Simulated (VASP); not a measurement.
Wanted: the native input for a VASP 6.6.1 run.

```yaml
Task: electric field gradients
Functional: PBE
Potentials_or_basis: VASP PAW PBE potentials, release 64 (Ba_sv, Ti_sv, O_h)
Cutoff: 1000 eV
k_mesh: 7 × 7 × 7
Occupations: fermi-dirac, width 0.08 eV
Spin: no spin polarisation
Dipole_correction: no
Further_INCAR_settings: ALGO = Normal; EDIFF = 1e-08; NBANDS = 28
```

The structure of BaTiO3 lies in POSCAR:

```
BaTiO3
1.0
    3.9998000000     -0.0599970000     -0.0599970000
   -0.0599970000      3.9998000000     -0.0599970000
   -0.0602700000     -0.0602700000      4.0180000000
Ba Ti O
1 1 3
Direct
    0.0000000000      0.0000000000      0.0000000000
    0.5000000000      0.5000000000      0.4820000000
    0.5000000000      0.5000000000      0.0160000000
    0.5000000000      0.0000000000      0.5150000000
    0.0000000000      0.5000000000      0.5150000000
```

This cell differs from its parent crystal: equal xy, yz and zx shear strains of -3 %.

The input as run:

INCAR

```
PREC = Accurate
ENCUT = 1000
EDIFF = 1E-8
ISMEAR = -1
SIGMA = 0.08
LREAL = False
LASPH = True
NELM = 120
ALGO = Normal
ISIF = 2
LWAVE = False
LCHARG = False
GGA = PE
LEFG = True
NBANDS = 28
GGA_COMPAT = False
```

KPOINTS

```
regular mesh
0
Gamma
  7 7 7
```

Potentials or basis: VASP PAW PBE potentials, release 64 (Ba_sv, Ti_sv, O_h).

The run is started by

```console
$ cat potpaw_PBE.64/Ba_sv/POTCAR potpaw_PBE.64/Ti_sv/POTCAR potpaw_PBE.64/O_h/POTCAR > POTCAR
$ mpirun -np 1 vasp_std > vasp.out
```

Results of the run:

The pressure is 4.8 GPa and the largest force is 0.338 eV/Å. The band gap on the k mesh is 1.81 eV (least direct gap 1.92 eV) and the largest electric field gradient by atom is Ba -35.1; Ti +11.3; O +17.6, +28.3 (each value once) V/Å².

Caveat: the cell differs from its parent crystal (equal xy, yz and zx shear strains of -3 %); the cell stands under pressure; without QUAD_EFG the Cq values of the log hold for a quadrupole moment of 1 mb, not for the nuclei; spin-orbit coupling is left out, which moves the levels of the heavy elements.

Wall time 9 min on 1 thread of AMD EPYC 7R43 64-Core Processor (Zen 3), with other jobs on the host, peak memory 0.56 GiB.
